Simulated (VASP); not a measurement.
The system is Al2O3 (Al2O3 (R-3c)).

```xyz
10
Lattice="2.4039 1.3879 4.3742 -2.4039 1.3879 4.3742 0.0000 -2.7758 4.3742" Properties=species:S:1:pos:R:3 pbc="T T T"
Al    0.0000    0.0000    8.5024
Al    0.0000    0.0000   11.1815
Al    0.0000    0.0000    1.9411
Al    0.0000    0.0000    4.6202
O     0.9311   -1.3879    5.4678
O     1.6675    0.1124    7.6549
O    -1.6675   -0.1124    5.4678
O     0.7364    1.5003    5.4678
O    -0.7364   -1.5003    7.6549
O    -0.9311    1.3879    7.6549
```

Program: VASP 6.6.1. Alike in all runs: task single point; potentials or basis VASP PAW PBE potentials, release 64 (Al, O); no spin polarisation; cell as given; cutoff (eV) 520; smearing fermi-dirac 0.01 eV.

Problem. Order these runs on this cell by their band gap on the k mesh, lowest first.
A. level PBE; k mesh 4 × 4 × 4, shifted
B. level r2SCAN; k mesh 2 × 2 × 2
C. level HSE06; k mesh 2 × 2 × 2; grid for exact exchange (PRECFOCK) Fast; screening parameter 0.2079 1/Å

Solution. A (6.19 eV), B (6.75 eV), C (7.70 eV).

Caveats: some runs use coarse meshes.

A k mesh can miss the band edges.
